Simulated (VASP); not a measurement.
# TiC (Fm-3m) in VASP: notebook

TiC is run at these levels: PBE, PBEsol+U; tasks: single point.

Everything below comes from runs of VASP 6.6.1. Logs are shortened: lines on timing, memory, paths and dates and some standing lists are left out, and cuts for length are marked.

## 1. The cell of the first run

Symmetry: Fm-3m, No. 225, cubic system. The conventional cell has a = 4.331 Å, b = 4.331 Å, c = 4.331 Å, α = 90.00°, β = 90.00°, γ = 90.00°. Ti (site symmetry m-3m) has 6 C at 2.17 Å within 2.9 Å. C (site symmetry m-3m) has 6 Ti at 2.17 Å within 2.9 Å.

## 2. Single point, PBE

Contents of INCAR:

```
SYSTEM = TiC
  ALGO = Normal
  EDIFF = 1E-6
  ENCUT = 520
  GGA = PE
  ISIF = 2
  ISMEAR = 0
  LASPH = .True.
  LCHARG = .False.
  LREAL = .False.
  LWAVE = .False.
  NBANDS = 15
  NELM = 80
  PREC = Accurate
  SIGMA = 0.015
```

Contents of KPOINTS:

```
k-points
0
Gamma
  11 11 11
  0 0 0
```

Contents of POSCAR:

```
TiC
1.0
    0.0000000000      2.1657188437      2.1657188437
    2.1657188437      0.0000000000      2.1657188437
    2.1657188437      2.1657188437      0.0000000000
Ti C
1 1
Direct
    0.0000000000      0.0000000000      0.0000000000
    0.5000000000      0.5000000000      0.5000000000
```

Potentials or basis: VASP PAW PBE potentials, release 64 (Ti_sv, C).

Launch:

```console
$ cat potpaw_PBE.64/Ti_sv/POTCAR potpaw_PBE.64/C/POTCAR > POTCAR
$ mpirun -np 1 vasp_std > vasp.out
```

OUTCAR:

```text
SYSTEM = TiC
   EDIFF = 1E-6
   ENCUT = 520
   GGA = PE
   ISIF = 2
   ISMEAR = 0
   LASPH = .True.
   LREAL = .False.
   NELM = 80
   PREC = Accurate

 ion  position               nearest neighbor table
   1  0.000  0.000  0.000-   2 2.17   2 2.17   2 2.17   2 2.17   2 2.17   2 2.17
   2  0.500  0.500  0.500-   1 2.17   1 2.17   1 2.17   1 2.17   1 2.17   1 2.17

  LATTYP: Found a face centered cubic cell.
 ALAT       =     4.3314376874

  Lattice vectors:

 A1 = (   0.0000000000,   2.1657188437,   2.1657188437)
 A2 = (   2.1657188437,   0.0000000000,   2.1657188437)
 A3 = (   2.1657188437,   2.1657188437,   0.0000000000)

Analysis of symmetry for initial positions (statically):
=====================================================================
 Subroutine PRICEL returns:
 Original cell was already a primitive cell.

 Routine SETGRP: Setting up the symmetry group for a
 face centered cubic supercell.

 Subroutine GETGRP returns: Found 48 space group operations
[... 9 lines left out ...]

 Routine SETGRP: Setting up the symmetry group for a
 face centered cubic supercell.

 Subroutine GETGRP returns: Found 48 space group operations
[... 11 lines left out ...]
                                     Primitive cell

  volume of cell :      20.3159

  direct lattice vectors                    reciprocal lattice vectors
     0.000000000  2.165718844  2.165718844    -0.230870227  0.230870227  0.230870227
     2.165718844  0.000000000  2.165718844     0.230870227 -0.230870227  0.230870227
     2.165718844  2.165718844  0.000000000     0.230870227  0.230870227 -0.230870227

  length of vectors
     3.062788961  3.062788961  3.062788961     0.399878962  0.399878962  0.399878962

  position of ions in fractional coordinates (direct lattice)
[... 8 lines left out ...]
----------------------------------------------------------------------------------------

 KPOINTS: k-points

Automatic generation of k-mesh.
 Grid dimensions read from file:
 generate k-points for:   11   11   11

 Generating k-lattice:

  Cartesian coordinates                     Fractional coordinates (reciprocal lattice)
    -0.020988202  0.020988202  0.020988202     0.090909091  0.000000000  0.000000000
     0.020988202 -0.020988202  0.020988202     0.000000000  0.090909091  0.000000000
     0.020988202  0.020988202 -0.020988202     0.000000000  0.000000000  0.090909091

  Length of vectors
     0.036352633  0.036352633  0.036352633

  Shift w.r.t. Gamma in fractional coordinates (k-lattice)
     0.000000000  0.000000000  0.000000000

 Subroutine IBZKPT returns following result:
 ===========================================

 Found     56 irreducible k-points:

 Following reciprocal coordinates:
[... 50 lines left out ...]
   ISIF   =      2    stress and relaxation
   ISYM   =      2    0-nonsym 1-usesym 2-fastsym
   POTIM  = 0.5000    time-step for ionic-motion
   TEBEG  =    0.0;   TEEND  =   0.0 temperature during run
   PSTRESS=    0.0 pullay stress
   NELECT =      16.0000    total number of electrons
   NUPDOWN=      -1.0000    fix difference up-down
   EMIN   =  10.00;   EMAX   =-10.00  energy-range for DOS
   EFERMI =   0.00;   METHOD = LEGACY
   ISMEAR =     0;   SIGMA  =   0.01  broadening in eV -4-tet -1-fermi 0-gaus
   EFERMI_NEDOS =   21; number of points for ismear=-14 and -15
   IALGO  =     38    algorithm
   IMIX   =      4    mixing-type and parameters
     AMIX     =   0.40;   BMIX     =  1.00
     AMIX_MAG =   1.60;   BMIX_MAG =  1.00
  volume/ion in A,a.u.               =      10.16        68.55
  Fermi-wavevector in a.u.,A,eV,Ry     =   1.511829  2.856943 31.097854  2.285628
  Thomas-Fermi vector in A             =   2.621834
   LORBIT       =      0    0 simple, 1 ext, 2 COOP (PROOUT), +10 PAW based schemes
   GGA     = PE    functional components
   LHFCALC =     F    Hartree Fock is set to
   AEXX    =    0.0000 exact exchange contribution
   IVDW    =     0    specifies the selected vdW correction
   LEPSILON=     F    determine dielectric tensor
   LRPA    =     F    only Hartree local field effects (RPA)
 non-spin polarized calculation
 Gauss-broadening in eV      SIGMA  =   0.01
  energy-cutoff  :      520.00
  volume of cell :       20.32
 maximum number of plane-waves:       560
   NGX = 11   NGY = 11   NGZ = 11

 number of electron      16.0000000 magnetization

 Free energy of the ion-electron system (eV)
  ---------------------------------------------------
  ext. energy  EPLUGINS =         0.00000000
  ---------------------------------------------------
  free energy    TOTEN  =       -18.70878759 eV

  energy without entropy =      -18.70862374  energy(sigma->0) =      -18.70870567

 E-fermi :   9.5581     XC(G=0): -12.6980

 val. band max:        9.3402693398   @ k =   0.4545   0.4545   0.0000
 cond. band min:       9.5670363027   @ k =   0.0909   0.0000   0.0000
 fundamental gap:      0.2267669629
 Fermi energy:         9.5581108169

 k-point     1 :       0.0000    0.0000    0.0000
  band No.  band energies     occupation
      1     -47.1786      2.00000
      2     -23.2026      2.00000
      3     -23.2026      2.00000
      4     -23.2026      2.00000
      5      -2.9843      2.00000
      6      10.1047      0.00000
      7      10.1047      0.00000
      8      10.1047      0.00000
      9      11.0901      0.00000
     10      11.0901      0.00000
     11      11.0901      0.00000
     12      11.1238      0.00000
     13      11.1238      0.00000
     14      19.8949      0.00000
[... 401 lines left out ...]
      2     -23.4740      2.00000
      3     -23.3095      2.00000
      4     -23.2224      2.00000
      5      -1.2646      2.00000
      6       6.1674      2.00000
      7       7.2483      2.00000
      8       7.4806      2.00000
      9      10.9576      0.00000
     10      12.0617      0.00000
     11      12.9815      0.00000
     12      13.7699      0.00000
     13      16.6608      0.00000
     14      21.1958      0.00000
     15      22.8988      0.00000

 [... further k-points ...]
[... 5 lines left out ...]
  --------------------------------------------------------------------------------------
  -------------------------------------------------------------------------------------
  Total        0.0627807      0.0627807      0.0627807      0.0000000      0.0000000      0.0000000
  in kB        4.9510857      4.9510857      4.9510857      0.0000000      0.0000000      0.0000000
  external PRESSURE =       4.9510857 kB  Pullay stress =       0.0000000 kB

 VOLUME and BASIS-vectors are now :
 -----------------------------------------------------------------------------
  energy-cutoff  :      520.00
  volume of cell :       20.32
      direct lattice vectors                 reciprocal lattice vectors
     0.000000000  2.165718844  2.165718844    -0.230870227  0.230870227  0.230870227
     2.165718844  0.000000000  2.165718844     0.230870227 -0.230870227  0.230870227
     2.165718844  2.165718844  0.000000000     0.230870227  0.230870227 -0.230870227

 POSITION                                       TOTAL-FORCE (eV/Angst)
 -----------------------------------------------------------------------------------
      0.00000      0.00000      0.00000        -0.000000      0.000000     -0.000000
      2.16572      2.16572      2.16572         0.000000     -0.000000      0.000000
 -----------------------------------------------------------------------------------
    total drift:                                0.000000     -0.000000     -0.000000

  FREE ENERGIE OF THE ION-ELECTRON SYSTEM (eV)
  ---------------------------------------------------
  free  energy   TOTEN  =       -18.7087875949 eV

  energy  without entropy=      -18.7086237394  energy(sigma->0) =      -18.70870567
```

stdout:

```text
POSCAR found type information on POSCAR TiC
 POSCAR found :  2 types and       2 ions
 scaLAPACK will be used
 LDA part: xc-table for (Slater+PW92), standard interpolation
 POSCAR, INCAR and KPOINTS ok, starting setup
 FFT: planning ... GRIDC
 FFT: planning ... GRID_SOFT
 FFT: planning ... GRID
 WAVECAR not read
 entering main loop
```

Run time: 35 s. Hardware: 1 thread of AMD EPYC 7R13, shared host; peak memory 0.12 GiB.

What came out:

* Free energy: -18.7088 eV
* Pressure: 0.5 GPa
* Band gap on the k mesh: zero (band 8 reaches 10.10 eV, above the bottom of band 9 at 9.00 eV)

Levels at points of the mesh, in eV from the Fermi level:
| k point | band 4 | band 5 | band 6 | band 7 | band 8 | band 9 | band 10 | band 11 | band 12 | band 13 |
| --- | --- | --- | --- | --- | --- | --- | --- | --- | --- | --- |
| (0.00, 0.00, 0.00) | -32.76 | -12.54 | 0.55 | 0.55 | 0.55 | 1.53 | 1.53 | 1.53 | 1.57 | 1.57 |

## 3. Single point, PBE

Contents of INCAR:

```
SYSTEM = TiC
ALGO     = Normal         ! electronic algorithm
EDIFF    = 1E-6           ! SCF threshold, eV
ENCUT    = 520            ! plane-wave cutoff, eV
GGA      = PE             ! functional
ISIF     = 2              ! what is computed and relaxed
ISMEAR   = 0              ! smearing method
LASPH    = .True.         ! aspherical terms in the spheres
LCHARG   = .False.        ! write CHGCAR
LREAL    = .False.        ! projectors in reciprocal space
LWAVE    = .False.        ! write WAVECAR
NBANDS   = 15             ! bands
NELM     = 100            ! most SCF steps
PREC     = Accurate       ! precision mode
SIGMA    = 0.03           ! smearing width, eV
```

KPOINTS is that of step 2.

POSCAR is that of step 2.

Potentials or basis: VASP PAW PBE potentials, release 64 (Ti_sv, C).

Launch:

```console
$ cat potpaw_PBE.64/Ti_sv/POTCAR potpaw_PBE.64/C/POTCAR > POTCAR
$ mpirun -np 1 vasp_std > vasp.out
```

Wall time 37 s (1 thread of AMD EPYC 7R13, shared host); peak memory 0.12 GiB.

Results (log left out):

| Quantity | Value |
| --- | --- |
| Free energy | -18.7090 eV |
| Pressure | 0.5 GPa |
| Band gap on the k mesh | zero (band 8 reaches 10.10 eV, above the bottom of band 9 at 9.00 eV) |

Levels at points of the mesh, in eV from the Fermi level:
```csv
k point,band 5,band 6,band 7,band 8,band 9,band 10,band 11,band 12
"(0.00, 0.00, 0.00)",-12.53,0.56,0.56,0.56,1.54,1.54,1.54,1.58
```

## 4. Single point, PBEsol+U

Contents of INCAR:

```
ALGO = Normal ; EDIFF = 1E-6
ENCUT = 910 ; GGA = PS
GGA_COMPAT = F ; ISIF = 2
ISMEAR = -1 ; LASPH = T
LCHARG = F ; LDAU = T
LDAUJ = 0 0 ; LDAUL = 2 -1
LDAUPRINT = 1 ; LDAUTYPE = 2
LDAUU = 5 0 ; LMAXMIX = 4
LREAL = F ; LWAVE = F
NBANDS = 15 ; NELM = 200
PREC = Accurate ; SIGMA = 0.05
```

Contents of KPOINTS:

```
k-points
0
Gamma
  11 11 11
```

POSCAR is that of step 3.

Potentials or basis: VASP PAW PBE potentials, release 64 (Ti_sv, C_h).

Launch:

```console
$ cat potpaw_PBE.64/Ti_sv/POTCAR potpaw_PBE.64/C_h/POTCAR > POTCAR
$ mpirun -np 1 vasp_std > vasp.out
```

OUTCAR:

```text
EDIFF = 1E-6
   ENCUT = 910
   GGA = PS
   ISIF = 2
   ISMEAR = -1
   LASPH = T
   LREAL = F
   NELM = 200
   PREC = Accurate

 ion  position               nearest neighbor table
   1  0.000  0.000  0.000-   2 2.17   2 2.17   2 2.17   2 2.17   2 2.17   2 2.17
   2  0.500  0.500  0.500-   1 2.17   1 2.17   1 2.17   1 2.17   1 2.17   1 2.17

  LATTYP: Found a face centered cubic cell.
 ALAT       =     4.3314376874

  Lattice vectors:

 A1 = (   0.0000000000,   2.1657188437,   2.1657188437)
 A2 = (   2.1657188437,   0.0000000000,   2.1657188437)
 A3 = (   2.1657188437,   2.1657188437,   0.0000000000)

Analysis of symmetry for initial positions (statically):
=====================================================================
 Subroutine PRICEL returns:
 Original cell was already a primitive cell.

 Routine SETGRP: Setting up the symmetry group for a
 face centered cubic supercell.

 Subroutine GETGRP returns: Found 48 space group operations
[... 9 lines left out ...]

 Routine SETGRP: Setting up the symmetry group for a
 face centered cubic supercell.

[... 192 lines left out ...]
 cond. band min:      10.3604242451   @ k =   0.0909   0.0000   0.0000
 fundamental gap:      0.0860120203
 Fermi energy:        10.3428226925

 k-point     1 :       0.0000    0.0000    0.0000
  band No.  band energies     occupation
      1     -47.4352      2.00000
      2     -23.5221      2.00000
      3     -23.5221      2.00000
      4     -23.5221      2.00000
      5      -2.5222      2.00000
      6      11.4200      0.00000
      7      11.4200      0.00000
      8      11.4200      0.00000
      9      11.7298      0.00000
     10      11.7298      0.00000
     11      11.7298      0.00000
     12      11.8325      0.00000
     13      11.8325      0.00000
     14      20.3321      0.00000
[... 401 lines left out ...]
      2     -23.7827      2.00000
      3     -23.6255      2.00000
      4     -23.5421      2.00000
      5      -0.7599      2.00000
      6       6.8617      2.00000
      7       7.9633      2.00000
      8       8.3215      2.00000
      9      12.3111      0.00000
     10      13.1309      0.00000
     11      13.9948      0.00000
     12      14.6791      0.00000
     13      17.3550      0.00000
     14      21.5604      0.00000
     15      23.4428      0.00000

 [... further k-points ...]
[... 5 lines left out ...]
  --------------------------------------------------------------------------------------
  -------------------------------------------------------------------------------------
  Total        1.0106627      1.0106627      1.0106627     -0.0000000     -0.0000000      0.0000000
  in kB       79.7040872     79.7040872     79.7040872     -0.0000000     -0.0000000      0.0000000
  external PRESSURE =      79.7040872 kB  Pullay stress =       0.0000000 kB

 VOLUME and BASIS-vectors are now :
 -----------------------------------------------------------------------------
  energy-cutoff  :      910.00
  volume of cell :       20.32
      direct lattice vectors                 reciprocal lattice vectors
     0.000000000  2.165718844  2.165718844    -0.230870227  0.230870227  0.230870227
     2.165718844  0.000000000  2.165718844     0.230870227 -0.230870227  0.230870227
     2.165718844  2.165718844  0.000000000     0.230870227  0.230870227 -0.230870227

 POSITION                                       TOTAL-FORCE (eV/Angst)
 -----------------------------------------------------------------------------------
      0.00000      0.00000      0.00000         0.000000      0.000000      0.000000
      2.16572      2.16572      2.16572        -0.000000     -0.000000     -0.000000
 -----------------------------------------------------------------------------------
    total drift:                               -0.000000      0.000000      0.000000

  FREE ENERGIE OF THE ION-ELECTRON SYSTEM (eV)
  ---------------------------------------------------
  free  energy   TOTEN  =       -16.0944668208 eV

  energy  without entropy=      -16.0917195275  energy(sigma->0) =      -16.09309317
```

stdout:

```text
POSCAR found type information on POSCAR TiC
 POSCAR found :  2 types and       2 ions
 scaLAPACK will be used
 -----------------------------------------------------------------------------
|                                                                             |
|                                                                             |
|     You enforced a specific xc type in the INCAR file but a different       |
|     I HOPE YOU KNOW WHAT YOU ARE DOING!                                     |
|                                                                             |
 -----------------------------------------------------------------------------

 LDA part: xc-table for (Slater+PW92), standard interpolation
 POSCAR, INCAR and KPOINTS ok, starting setup
 FFT: planning ... GRIDC
 FFT: planning ... GRID_SOFT
 FFT: planning ... GRID
 WAVECAR not read
 entering main loop
```

Wall time 31 s (1 thread of Intel Xeon Platinum 8488C (Sapphire Rapids), shared host); peak memory 0.19 GiB.

What came out:

- Free energy: -16.0945 eV
- Pressure: 8.0 GPa
- Band gap on the k mesh: zero (band 8 reaches 11.42 eV, above the bottom of band 9 at 9.78 eV)

Eigenvalues of the final occupation matrices:
| site | spin | trace | eigenvalues |
| --- | --- | --- | --- |
| site 1 d | 1 | 0.90 | 0.11 0.11 0.11 0.28 0.28 |
| site 1 d | 2 | 0.90 | 0.11 0.11 0.11 0.28 0.28 |

Caveat: the cutoff is under 1.25 times the usual one of these potentials, so pressure, stress and relaxed cells hold a basis-set (Pulay) error; the PAW data sets were made with another functional, which shifts forces and pressure a little; U without spin polarisation on a metal has little footing; the U is typed as a test and isn't derived for this compound.

## 5. Single point, PBEsol+U

Contents of INCAR:

```
SYSTEM = TiC
ALGO = Normal
EDIFF = 1E-6
ENCUT = 910
GGA = PS
GGA_COMPAT = .FALSE.
ISIF = 2
ISMEAR = -1
LASPH = .TRUE.
LCHARG = .TRUE.
LDAU = .TRUE.
LDAUJ = 0 0
LDAUL = 2 -1
LDAUPRINT = 1
LDAUTYPE = 2
LDAUU = 1 0
LELF = .TRUE.
LMAXMIX = 4
LREAL = .FALSE.
LVHAR = .TRUE.
LWAVE = .FALSE.
NBANDS = 15
NELM = 200
PREC = Accurate
SIGMA = 0.05
```

Contents of KPOINTS:

```
k-points
0
G
  11 11 11
  0 0 0
```

POSCAR is that of step 4.

Launch:

```console
$ cat potpaw_PBE.64/Ti_sv/POTCAR potpaw_PBE.64/C_h/POTCAR > POTCAR
$ mpirun -np 1 vasp_std > vasp.out
```

Run time: 36 s. Hardware: 1 thread of Intel Xeon Platinum 8375C at 2.90GHz (Ice Lake), shared host; peak memory 0.19 GiB.

The run converged. Its results:

| Property | Result |
| --- | --- |
| Free energy | -19.0304 eV |
| Pressure | -3.8 GPa |
| Band gap on the k mesh | zero (band 8 reaches 10.51 eV, above the bottom of band 9 at 9.34 eV) |

Levels at points of the mesh, in eV from the Fermi level:
```
           k point  band 5  band 6  band 7  band 8  band 9  band 10  band 11  band 12
(0.00, 0.00, 0.00)  -12.51    0.69    0.69    0.69    1.60     1.60     1.60     1.64
```

Eigenvalues of the final occupation matrices:
```csv
site,spin,trace,eigenvalues
site 1 d,1,0.98,0.14 0.14 0.14 0.28 0.28
site 1 d,2,0.98,0.14 0.14 0.14 0.28 0.28
```

Caveat: the cutoff is under 1.25 times the usual one of these potentials, so pressure, stress and relaxed cells hold a basis-set (Pulay) error; the PAW data sets were made with another functional, which shifts forces and pressure a little; U without spin polarisation on a metal has little footing; the U is typed as a test and isn't derived for this compound.

## 6. The runs side by side

| level | potentials or basis | U | cutoff (eV) | smearing | second run | gap on the mesh (eV) | pressure (GPa) |
| --- | --- | --- | --- | --- | --- | --- | --- |
| PBE | VASP PAW PBE potentials, release 64 (Ti_sv, C) | - | 520 | gaussian 0.015 eV | - | none | 0.5 |
| PBE | VASP PAW PBE potentials, release 64 (Ti_sv, C) | - | 520 | gaussian 0.03 eV | - | none | 0.5 |
| PBEsol+U | VASP PAW PBE potentials, release 64 (Ti_sv, C_h) | Ti d U = 5.0 eV | 910 | fermi-dirac 0.05 eV | hard_potentials | none | 8.0 |
| PBEsol+U | VASP PAW PBE potentials, release 64 (Ti_sv, C_h) | Ti d U = 1.0 eV | 910 | fermi-dirac 0.05 eV | hard_potentials | none | -3.8 |

Alike in all rows: task single point; no spin polarisation; cell as given; k mesh 11 × 11 × 11.

Caveats: the cutoff is under 1.25 times the usual one of these potentials, so pressure, stress and relaxed cells hold a basis-set (Pulay) error (some runs); the PAW data sets were made with another functional, which shifts forces and pressure a little (some runs); U without spin polarisation on a metal has little footing (some runs); the U is typed as a test and isn't derived for this compound (some runs).

Total energies depend on the potentials used, so only differences within one code and one set of settings carry meaning.
